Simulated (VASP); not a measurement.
Here is a VASP 6.6.1 calculation.

Contents of POSCAR:

```
Ti3Al
1.0
    5.7639998149      0.0000000000      0.0000000000
   -2.8819999075      4.9917702671      0.0000000000
    0.0000000000      0.0000000000      4.6640000000
Ti Al
6 2
Direct
    0.8301870636      0.1698129364      0.2500000000
    0.6603741271      0.8301870636      0.7500000000
    0.8301870636      0.6603741271      0.2500000000
    0.1698129364      0.8301870636      0.7500000000
    0.3396258729      0.1698129364      0.2500000000
    0.1698129364      0.3396258729      0.7500000000
    0.3333333333      0.6666666667      0.2500000000
    0.6666666667      0.3333333333      0.7500000000
```

Contents of INCAR.step1:

```
PREC = Accurate ; ENCUT = 520
ISMEAR = -1 ; SIGMA = 0.05
LREAL = False ; LASPH = True
NELM = 60 ; NBANDS = 49
GGA = PE ; ALGO = Normal
EDIFF = 1E-4 ; LWAVE = True
LCHARG = False
```

INCAR.step2

```
PREC = Accurate ; ENCUT = 520
EDIFF = 1E-8 ; ISMEAR = -1
SIGMA = 0.05 ; LREAL = False
LASPH = True ; NELM = 60
ALGO = Normal ; ISIF = 2
LWAVE = False ; LCHARG = False
METAGGA = R2SCAN ; LMIXTAU = True
LEFG = True ; NBANDS = 49
ISTART = 1
```

Contents of KPOINTS:

```
regular mesh
0
Gamma
  7 7 7
```

Potentials or basis: VASP PAW PBE potentials, release 64 (Ti_sv, Al).

Run with:

```bash
$ cat potpaw_PBE.64/Ti_sv/POTCAR potpaw_PBE.64/Al/POTCAR > POTCAR
$ cp INCAR.step1 INCAR
$ mpirun -np 1 vasp_std > vasp.out
$ cp INCAR.step2 INCAR
$ mpirun -np 1 vasp_std > vasp.out
```

(1) What does it give for the band gap on the k mesh?

(2) What does it give for the largest force?

(3) Predict the pressure.

Results:

(1) zero (bands 39 and 40 overlap by 0.19 eV).

(2) 0.048 eV/Å.

(3) -1.3 GPa.

Caveat: without QUAD_EFG the Cq values of the log hold for a quadrupole moment of 1 mb, not for the nuclei; the PAW data sets were made with another functional, which shifts forces and pressure a little.
